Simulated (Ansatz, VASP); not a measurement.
# One calculation of MgO, two programs

POSCAR

```
MgO
1.0
    2.1022009521      2.1022009521      0.0000000000
   -2.1022009521      2.1022009521      0.0000000000
    0.0297296110      0.0297296110      4.2044019043
Mg O
2 2
Direct
    0.0000000000      0.0000000000      0.0000000000
    0.5000000000      0.5000000000      0.5000000000
    0.5000000000      0.5000000000      0.0000000000
    0.0000000000      0.0000000000      0.5000000000
```

INCAR.step1

```
SYSTEM = MgO
PREC = Accurate
ENCUT = 520
ISMEAR = 0
SIGMA = 0.02
LREAL = .False.
LASPH = .True.
NELM = 100
NBANDS = 16
GGA = PE
ALGO = Normal
EDIFF = 1E-4
LWAVE = .True.
LCHARG = .False.
```

File INCAR.step2:

```
SYSTEM = MgO
PREC = Accurate
ENCUT = 520
EDIFF = 1E-7
ISMEAR = 0
SIGMA = 0.02
LREAL = .False.
LASPH = .True.
NELM = 100
ALGO = Normal
ISIF = 2
LWAVE = .False.
LCHARG = .True.
METAGGA = R2SCAN
LMIXTAU = .True.
LELF = .True.
LVHAR = .True.
NBANDS = 16
ISTART = 1
```

File KPOINTS:

```
regular mesh
0
Gamma
  8 8 6
  0 0 0
```

Input for Ansatz:

```yaml
crystal:
  lattice:
    - [2.1022009521, 2.1022009521, 0.0]
    - [-2.1022009521, 2.1022009521, 0.0]
    - [0.029729611, 0.029729611, 4.2044019043]
  atoms:
    - { symbol: Mg, position: [0.0, 0.0, 0.0] }
    - { symbol: Mg, position: [0.5, 0.5, 0.5] }
    - { symbol: O, position: [0.5, 0.5, 0.0] }
    - { symbol: O, position: [0.0, 0.0, 0.5] }
basis:
  ecutwfc: 500
kpoints:
  mp_grid: { grid: [8, 8, 6] }
  band_path: { path: [VBM, CBM], npoints: 2 }
hamiltonian:
  xc: r2scan
scf:
  occupations: { method: gaussian, width: 0.02 }
output:
  forces: true
  stress: true
  eigenvalues: true
checkpoint:
  read: start.run
  write: ck
  compress: false
  write_wavefunctions: false
  write_every: 100000
```

Alike in both runs: task single point; functional r2SCAN; k mesh 8 × 8 × 6; occupations gaussian, width 0.02 eV; no spin polarisation.

|  | VASP | Ansatz |
| --- | --- | --- |
| version | VASP 6.6.1 | Ansatz 0.2.0 |
| potentials or method | VASP PAW PBE potentials, release 64 (Mg, O), cutoff 520 eV | scalar-relativistic, plane waves, PAW |
| valence electrons in the cell | 16 | 32 |

Ansatz gave:

| Item | Value |
| --- | --- |
| gap on the k mesh at the Fermi level (eV) | 5.64 |
| least direct gap on the mesh (eV) | 5.64 |
| pressure (GPa) | 0.0 |
| traceless stress, the component that is largest in VASP (GPa) | -1.11 |

Estimate VASP's values.

gap on the k mesh at the Fermi level (eV): 5.62; least direct gap on the mesh (eV): 5.62; pressure (GPa): -1.1; traceless stress, the component that is largest in VASP (GPa): -1.12.

VASP's potentials were made for PBE, not for r2SCAN. VASP's potentials hold 16 valence electrons a cell and Ansatz's 32, so a difference there can come from the potentials and not from the codes.
